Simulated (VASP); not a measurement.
Fe:

```xyz
1
Lattice="-1.4345 1.4345 1.4345 1.4345 -1.4345 1.4345 1.4345 1.4345 -1.4345" Properties=species:S:1:pos:R:3 pbc="T T T"
Fe    0.0000    0.0000    0.0000
```

Base run:

* Program: VASP 6.6.1
* Functional: PBE
* Potentials or basis: VASP PAW PBE potentials, release 64 (Fe)
* Cutoff: 600 eV
* k mesh: 14 × 14 × 14
* Occupations: gaussian, width 0.1 eV
* Spin: collinear spin, ferromagnetic start
* Starting moments: [4.07] μB
* Fixed moment: 4.07 μB

Its results: pressure 60.2 GPa; site moments Fe +3.86 μB.

The run is repeated on the same cell with these changes: fixed moment from 4.07 μB to 2.03 μB; moments at the start from [4.07] to [2.03]. What comes out?

Pressure -10.5 GPa; site moments Fe +2.04 μB.

Caveats: the total moment is fixed, so each spin has its own Fermi level.
